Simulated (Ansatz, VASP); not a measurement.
Br: VASP beside Ansatz

```
CELL_PARAMETERS angstrom
2.61717 0.00000 0.00000
0.00000 3.40224 0.00000
0.08877 0.00000 8.87666
ATOMIC_POSITIONS crystal
Br 0.00000 0.00000 0.00000
Br 0.50000 0.50000 0.50000
```

Change from the starting cell: shear of c along a, cell held, atoms relaxed: +1.0 %.

Alike in both runs: task single point; functional PBE; k mesh 16 × 12 × 6; occupations gaussian, width 0.1 eV; no spin polarisation.

```csv
,VASP,Ansatz
version,VASP 6.6.1,Ansatz 0.2.0
potentials or method,"VASP PAW PBE potentials, release 64 (Br), cutoff 520 eV","scalar-relativistic, plane waves, PAW"
valence electrons in the cell,14,14
```

|  | VASP | Ansatz | Ansatz less VASP |
| --- | --- | --- | --- |
| gap on the k mesh at the Fermi level (eV) | none | none | - |
| pressure (GPa) | -0.1 | -0.1 | 0.00 |
| traceless stress, the component that is largest in VASP (GPa) | -0.69 | -0.70 | -0.003 |

A gap of «none» marks a metal or a gap that the smearing closes.
